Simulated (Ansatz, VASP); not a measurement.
**Two plane-wave programs on RbBr**

The input INCAR:

```
SYSTEM = RbBr
  PREC = Accurate
  ENCUT = 520
  EDIFF = 1E-6
  ISMEAR = -5
  SIGMA = 0.1
  LREAL = .False.
  LASPH = .True.
  NELM = 150
  ALGO = Normal
  ISIF = 2
  LWAVE = .False.
  LCHARG = .True.
  ISPIN = 2
  MAGMOM = 0.5 0
  LORBIT = 11
  GGA = PE
  LELF = .True.
  LVHAR = .True.
  NBANDS = 19
```

The input KPOINTS:

```
regular mesh
0
Gamma
  7 7 7
  0 0 0
```

POSCAR

```
RbBr
1.0
    0.0000000000      3.4270000000      3.4270000000
    3.4270000000      0.0000000000      3.4270000000
    3.4270000000      3.4270000000      0.0000000000
Rb Br
1 1
Direct
    0.0000000000      0.0000000000      0.0000000000
    0.5000000000      0.5000000000      0.5000000000
```

input.yaml

```yaml
crystal:
  lattice:
    - [0.0, 3.427, 3.427]
    - [3.427, 0.0, 3.427]
    - [3.427, 3.427, 0.0]
  atoms:
    - { symbol: Rb, position: [0.0, 0.0, 0.0], spin: 0.5 }
    - { symbol: Br, position: [0.5, 0.5, 0.5] }
hamiltonian:
  xc: pbe
  pseudopotentials: { kind: paw }
magnetization:
  spin_polarized: true
kpoints:
  mp_grid: { grid: [7, 7, 7] }
  band_path:
    path:
      - [[0.0, 0.0, 0.0], [0.5, 0.0, 0.5], [0.5, 0.25, 0.75], [0.375, 0.375, 0.75], [0.0, 0.0, 0.0], [0.5, 0.5, 0.5], [0.625, 0.25, 0.625], [0.5, 0.25, 0.75], [0.5, 0.5, 0.5], [0.375, 0.375, 0.75]]
      - [[0.625, 0.25, 0.625], [0.5, 0.0, 0.5]]
    npoints: 14
scf:
  occupations: { method: tetrahedron }
  n_extra_bands: 6
output:
  forces: true
  stress: true
  fatbands: false
  write_density: true
  write_potential: true
  elf: true
  volumetric_format: npy
```

Alike in both runs: functional PBE; k mesh 7 × 7 × 7; occupations tetrahedron; collinear spin.

|  | VASP | Ansatz |
| --- | --- | --- |
| version | VASP 6.6.1 | Ansatz 0.2.0 |
| potentials or method | VASP PAW PBE potentials, release 64 (Rb_sv, Br) | Ansatz PAW |
| plane-wave cutoff (eV) | 520 | 420 |
| valence electrons in the cell | 16 | 16 |
| task | single point | band structure |

|  | VASP | Ansatz | Ansatz less VASP |
| --- | --- | --- | --- |
| gap on the k mesh at the Fermi level (eV) | 4.36 | 4.36 | +0.003 |
| least direct gap on the mesh (eV) | 4.36 | 4.36 | +0.003 |
| pressure (GPa) | 1.0 | 1.0 | -0.03 |
| net moment per atom (μB) | 0.00 | 0.00 | 0.000 |
